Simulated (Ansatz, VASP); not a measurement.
# AlN: VASP beside Ansatz

INCAR

```
  ALGO = Normal
  EDIFF = 1E-7
  ENCUT = 520
  GGA = PE
  ISIF = 2
  ISMEAR = 0
  LASPH = True
  LCHARG = False
  LREAL = False
  LWAVE = False
  NBANDS = 16
  NELM = 100
  PREC = Accurate
  SIGMA = 0.05
```

Contents of KPOINTS:

```
k-points
0
Gamma
  12 12 6
```

The input POSCAR:

```
AlN
1.0
    3.1302395629      0.0000000000      0.0000000000
   -1.5651197815      2.7108669814      0.0000000000
    0.0000000000      0.0000000000      5.0179796548
Al N
2 2
Direct
    0.3026717474      0.6513358737     -0.0037194217
    0.6360050807      0.3180025404      0.4962805783
    0.3333333333      0.6666666667      0.3832712825
    0.6666666667      0.3333333333      0.8832712825
```

Input for Ansatz:

```yaml
crystal:
  lattice:
    - [3.1302395629, 0.0, 0.0]
    - [-1.5651197815, 2.7108669814, 0.0]
    - [0.0, 0.0, 5.0179796548]
  atoms:
    - { symbol: Al, position: [0.3026717474, 0.6513358737, -0.0037194217] }
    - { symbol: Al, position: [0.6360050807, 0.3180025404, 0.4962805783] }
    - { symbol: "N", position: [0.3333333333, 0.6666666667, 0.3832712825] }
    - { symbol: "N", position: [0.6666666667, 0.3333333333, 0.8832712825] }
basis:
  ecutwfc: 420
kpoints:
  mp_grid: { grid: [12, 12, 6] }
hamiltonian:
  xc: pbe
scf:
  occupations: { method: gaussian, width: 0.05 }
output:
  forces: true
  stress: true
  eigenvalues: true
```

Change from the starting cell: all Al atoms moved +0.087 Å, as atom 1 towards its neighbour atom 4 (N) at 1.902 Å.

Alike in both runs: task single point; functional PBE; k mesh 12 × 12 × 6; occupations gaussian, width 0.05 eV; no spin polarisation.

|  | VASP | Ansatz |
| --- | --- | --- |
| version | VASP 6.6.1 | Ansatz 0.2.0 |
| potentials or method | VASP PAW PBE potentials, release 64 (Al, N), cutoff 520 eV | scalar-relativistic, plane waves, PAW |
| valence electrons in the cell | 16 | 16 |

```csv
,VASP,Ansatz,Ansatz less VASP
gap on the k mesh at the Fermi level (eV),3.91,3.90,-0.009
least direct gap on the mesh (eV),3.91,3.90,-0.009
pressure (GPa),0.6,0.9,+0.26
"traceless stress, the component that is largest in VASP (GPa)",-2.77,-2.79,-0.025
rms of the force components (eV/Å),0.779,0.777,-0.0027
```

Atom by atom the forces differ by 0.003 eV/Å (rms over components). With one functional, cell and mesh, what is left measures potentials, basis and numerics.
